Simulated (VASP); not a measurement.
# ZnO (P6_3mc) in VASP: a series of runs

The runs below take ZnO through single point, with r2SCAN.

Everything below comes from runs of VASP 6.6.1. Logs are shortened: lines on timing, memory, paths and dates and some standing lists are left out, and cuts for length are marked.

### 1 The cell of the first run

It takes space group P6_3mc (No. 186, hexagonal). Conventional cell: a = 3.268 Å, b = 3.268 Å, c = 5.158 Å, α = 90.00°, β = 90.00°, γ = 120.00°. Within 2.6 Å of Zn (site symmetry 3m) lie 4 O at 1.98 to 1.99 Å. Within 2.6 Å of O (site symmetry 3m) lie 4 Zn at 1.98 to 1.99 Å.

### 2 Single point, r2SCAN (in-plane strain +0.01, then relaxed in part)

File POSCAR:

```
ZnO
1.0
    3.2675474112      0.0000000000      0.0000000000
   -1.6337737056      2.8297790662      0.0000000000
    0.0000000000      0.0000000000      5.1580292772
Zn O
2 2
Direct
    0.3333333333      0.6666666667      0.4970740949
    0.6666666667      0.3333333333     -0.0029259051
    0.6666666667      0.3333333333      0.3819359051
    0.3333333333      0.6666666667      0.8819359051
```

File INCAR.step1:

```
SYSTEM = ZnO
PREC = Accurate
ENCUT = 1480
ISMEAR = 0
SIGMA = 0.01
LREAL = .FALSE.
LASPH = .TRUE.
NELM = 120
NBANDS = 26
GGA = PE
ALGO = Normal
EDIFF = 1E-5
LWAVE = .TRUE.
LCHARG = .FALSE.
GGA_COMPAT = .FALSE.
```

File INCAR.step2:

```
SYSTEM = ZnO
PREC = Accurate
ENCUT = 1480
EDIFF = 1E-6
ISMEAR = 0
SIGMA = 0.01
LREAL = .FALSE.
LASPH = .TRUE.
NELM = 120
ALGO = Normal
ISIF = 2
LWAVE = .FALSE.
LCHARG = .FALSE.
METAGGA = R2SCAN
LMIXTAU = .TRUE.
NBANDS = 26
ISTART = 1
GGA_COMPAT = .FALSE.
```

File KPOINTS:

```
Automatic mesh
0
G
  8 8 4
  0 0 0
```

Potentials or basis: VASP PAW PBE potentials, release 64 (Zn, O_h).

On the command line:

```sh
$ cat potpaw_PBE.64/Zn/POTCAR potpaw_PBE.64/O_h/POTCAR > POTCAR
$ cp INCAR.step1 INCAR
$ mpirun -np 1 vasp_std > vasp.out
$ cp INCAR.step2 INCAR
$ mpirun -np 1 vasp_std > vasp.out
```

OUTCAR:

```text
SYSTEM = ZnO
   PREC = Accurate
   ENCUT = 1480
   EDIFF = 1E-6
   ISMEAR = 0
   LREAL = .FALSE.
   LASPH = .TRUE.
   NELM = 120
   ISIF = 2
   METAGGA = R2SCAN
   ISTART = 1

 ion  position               nearest neighbor table
   1  0.333  0.667  0.497-   3 1.98   3 1.98   3 1.98   4 1.99
   2  0.667  0.333  0.997-   4 1.98   4 1.98   4 1.98   3 1.99
   3  0.667  0.333  0.382-   1 1.98   1 1.98   1 1.98   2 1.99
   4  0.333  0.667  0.882-   2 1.98   2 1.98   2 1.98   1 1.99

  LATTYP: Found a hexagonal cell.
 ALAT       =     3.2675474112
 C/A-ratio  =     1.5785629489

  Lattice vectors:

 A1 = (   3.2675474112,   0.0000000000,   0.0000000000)
 A2 = (  -1.6337737056,   2.8297790662,   0.0000000000)
 A3 = (   0.0000000000,   0.0000000000,   5.1580292772)

Analysis of symmetry for initial positions (statically):
=====================================================================
 Subroutine PRICEL returns:
 Original cell was already a primitive cell.

 Routine SETGRP: Setting up the symmetry group for a
 hexagonal supercell.

 Subroutine GETGRP returns: Found 12 space group operations
 (whereof  6 operations were pure point group operations)
 out of a pool of 24 trial point group operations.

The static configuration has the point symmetry C_3v.
 The point group associated with its full space group is C_6v.

Analysis of symmetry for dynamics (positions and initial velocities):
=====================================================================
 Subroutine PRICEL returns:
 Original cell was already a primitive cell.

 Routine SETGRP: Setting up the symmetry group for a
 hexagonal supercell.

 Subroutine GETGRP returns: Found 12 space group operations
 (whereof  6 operations were pure point group operations)
 out of a pool of 24 trial point group operations.

The dynamic configuration has the point symmetry C_3v.
 The point group associated with its full space group is C_6v.

 Subroutine INISYM returns: Found 12 space group operations
 (whereof  6 operations are pure point group operations),
 and found     1 'primitive' translations

----------------------------------------------------------------------------------------

                                     Primitive cell

  volume of cell :      47.6934

  direct lattice vectors                    reciprocal lattice vectors
     3.267547411  0.000000000  0.000000000     0.306039936  0.176692239  0.000000000
    -1.633773706  2.829779066  0.000000000     0.000000000  0.353384479  0.000000000
     0.000000000  0.000000000  5.158029277     0.000000000  0.000000000  0.193872494

[... 77 lines left out ...]
 SYSTEM =  ZnO
   PREC   = accura    normal or accurate (medium, high low for compatibility)
   ISTART =      1    job   : 0-new  1-cont  2-samecut
   ICHARG =      0    charge: 1-file 2-atom 10-const
   ISPIN  =      1    spin polarized calculation?
   LNONCOLLINEAR =      F non collinear calculations
   LSORBIT =      F    spin-orbit coupling
   LASPH  =      T    aspherical Exc in radial PAW
   ENCUT  = 1480.0 eV 108.78 Ry   10.43 a.u.  10.25 10.25 16.18*2*pi/ulx,y,z
   NELM   =    120;   NELMIN=  2; NELMDL=  0     # of ELM steps
   EDIFF  = 0.1E-05   stopping-criterion for ELM
   LREAL  =      F    real-space projection
[... 7 lines left out ...]
   TEBEG  =    0.0;   TEEND  =   0.0 temperature during run
   PSTRESS=    0.0 pullay stress
   NELECT =      36.0000    total number of electrons
   NUPDOWN=      -1.0000    fix difference up-down
   EMIN   =  10.00;   EMAX   =-10.00  energy-range for DOS
   EFERMI =   0.00;   METHOD = LEGACY
   ISMEAR =     0;   SIGMA  =   0.01  broadening in eV -4-tet -1-fermi 0-gaus
   EFERMI_NEDOS =   21; number of points for ismear=-14 and -15
   IALGO  =     38    algorithm
   IMIX   =      4    mixing-type and parameters
     AMIX     =   0.40;   BMIX     =  1.00
     AMIX_MAG =   1.60;   BMIX_MAG =  1.00
  volume/ion in A,a.u.               =      11.92        80.46
  Fermi-wavevector in a.u.,A,eV,Ry     =   1.490583  2.816794 30.229949  2.221839
  Thomas-Fermi vector in A             =   2.603347
   LORBIT       =      0    0 simple, 1 ext, 2 COOP (PROOUT), +10 PAW based schemes
   METAGGA = R2SCAN    functional components
   LHFCALC =     F    Hartree Fock is set to
   AEXX    =    0.0000 exact exchange contribution
   IVDW    =     0    specifies the selected vdW correction
   LEPSILON=     F    determine dielectric tensor
   LRPA    =     F    only Hartree local field effects (RPA)
 non-spin polarized calculation
 Gauss-broadening in eV      SIGMA  =   0.01
  energy-cutoff  :     1480.00
  volume of cell :       47.69
 maximum number of plane-waves:      6188
 NGX is ok and might be reduce to    42
   NGX = 21   NGY = 21   NGZ = 33

 number of electron      36.0000002 magnetization

 Free energy of the ion-electron system (eV)
  ---------------------------------------------------
  ext. energy  EPLUGINS =         0.00000000
  ---------------------------------------------------
  free energy    TOTEN  =       -36.34406998 eV

  energy without entropy =      -36.34406998  energy(sigma->0) =      -36.34406998

 E-fermi :   1.2209     XC(G=0): -11.6520

 val. band max:        1.1360124270   @ k =   0.0000   0.0000   0.0000
 cond. band min:       2.3807481570   @ k =   0.0000   0.0000   0.0000
 fundamental gap:      1.2447357300
 Fermi energy:         1.2208935097

 k-point     1 :       0.0000    0.0000    0.0000
  band No.  band energies     occupation
      1     -17.9116      2.00000
      2     -17.2030      2.00000
      3      -4.6673      2.00000
      4      -4.6673      2.00000
      5      -4.5418      2.00000
      6      -4.4745      2.00000
[... 685 lines left out ...]
     25      15.6144      0.00000
     26      15.6144      0.00000

 [... further k-points ...]
[... 5 lines left out ...]
  --------------------------------------------------------------------------------------
  -------------------------------------------------------------------------------------
  Total       -0.3699275     -0.3699275      0.2836042      0.0000000     -0.0000000      0.0000000
  in kB      -12.4270763    -12.4270763      9.5271948      0.0000000     -0.0000000      0.0000000
  external PRESSURE =      -5.1089859 kB  Pullay stress =       0.0000000 kB

 VOLUME and BASIS-vectors are now :
 -----------------------------------------------------------------------------
  energy-cutoff  :     1480.00
  volume of cell :       47.69
      direct lattice vectors                 reciprocal lattice vectors
     3.267547411  0.000000000  0.000000000     0.306039936  0.176692239  0.000000000
    -1.633773706  2.829779066  0.000000000     0.000000000  0.353384479  0.000000000
     0.000000000  0.000000000  5.158029277     0.000000000  0.000000000  0.193872494

 POSITION                                       TOTAL-FORCE (eV/Angst)
 -----------------------------------------------------------------------------------
     -0.00000      1.88652      2.56392        -0.000000     -0.000000     -0.006960
      1.63377      0.94326      5.14294        -0.000000      0.000000     -0.006960
      1.63377      0.94326      1.97004         0.000000      0.000000      0.006960
     -0.00000      1.88652      4.54905        -0.000000      0.000000      0.006960
 -----------------------------------------------------------------------------------
    total drift:                                0.000000      0.000000     -0.014564

  FREE ENERGIE OF THE ION-ELECTRON SYSTEM (eV)
  ---------------------------------------------------
  free  energy   TOTEN  =       -36.3440699826 eV

  energy  without entropy=      -36.3440699826  energy(sigma->0) =      -36.34406998
```

OUTCAR.step1:

```text
SYSTEM = ZnO
   PREC = Accurate
   ENCUT = 1480
   ISMEAR = 0
   LREAL = .FALSE.
   LASPH = .TRUE.
   NELM = 120
[... 927 lines left out ...]
      1.63377      0.94326      5.14294        -0.000000      0.000000     -0.010766
      1.63377      0.94326      1.97004        -0.000000     -0.000000      0.010766
     -0.00000      1.88652      4.54905         0.000000     -0.000000      0.010766
 -----------------------------------------------------------------------------------
    total drift:                                0.000000     -0.000000     -0.000232

  FREE ENERGIE OF THE ION-ELECTRON SYSTEM (eV)
  ---------------------------------------------------
  free  energy   TOTEN  =       -17.8374371697 eV

  energy  without entropy=      -17.8374371697  energy(sigma->0) =      -17.83743717
```

OSZICAR.step1:

```text
N       E                     dE             d eps       ncg     rms          rms(c)
DAV:   1     0.456002064460E+03    0.45600E+03   -0.33169E+04  1576   0.404E+03
DAV:   2     0.621554143955E+02   -0.39385E+03   -0.37019E+03  1568   0.700E+02
DAV:   3    -0.159485568930E+02   -0.78104E+02   -0.75025E+02  1814   0.224E+02
DAV:   4    -0.209985593417E+02   -0.50500E+01   -0.49946E+01  1722   0.622E+01
DAV:   5    -0.210574299162E+02   -0.58871E-01   -0.58816E-01  1716   0.664E+00    0.149E+01
DAV:   6    -0.176379223517E+02    0.34195E+01   -0.59527E+00  2564   0.609E+01    0.885E+00
DAV:   7    -0.178858715685E+02   -0.24795E+00   -0.32386E+00  1824   0.172E+01    0.547E+00
DAV:   8    -0.178852290226E+02    0.64255E-03   -0.55160E-01  2166   0.742E+00    0.187E+00
DAV:   9    -0.178354226381E+02    0.49806E-01   -0.10229E-01  2222   0.599E+00    0.449E-01
DAV:  10    -0.178371939369E+02   -0.17713E-02   -0.43957E-02  1584   0.173E+00    0.113E-01
DAV:  11    -0.178374596114E+02   -0.26567E-03   -0.15933E-03  1878   0.840E-01    0.461E-02
DAV:  12    -0.178374262714E+02    0.33340E-04   -0.37781E-04  1880   0.585E-01    0.102E-02
DAV:  13    -0.178374414224E+02   -0.15151E-04   -0.49257E-05  1634   0.661E-02    0.215E-02
DAV:  14    -0.178374371697E+02    0.42527E-05   -0.82543E-06  1156   0.332E-02
   1 F= -.17837437E+02 E0= -.17837437E+02  d E =-.922231E-44
```

Wall time 10 min (1 thread of Intel Xeon Platinum 8375C at 2.90GHz (Ice Lake), shared host); peak memory 0.47 GiB.

What came out:

```
Free energy            : -36.3441 eV
Pressure               : -0.5 GPa
Largest force          : 0.007 eV/Å
Band gap on the k mesh : 1.24 eV
```

Forces on the atoms (eV/Å):
```
Zn   0.000  0.000 -0.007
Zn   0.000  0.000 -0.007
O    0.000  0.000  0.007
O    0.000  0.000  0.007
```

Stress tensor (GPa, compression positive):
```
-1.24  0.00  0.00
 0.00 -1.24  0.00
 0.00  0.00  0.95
```

Caveat: the cell differs from its parent crystal (in-plane strain +0.01, then relaxed in part); the PAW data sets were made with another functional, which shifts forces and pressure a little.

[end of part 1 of 2]
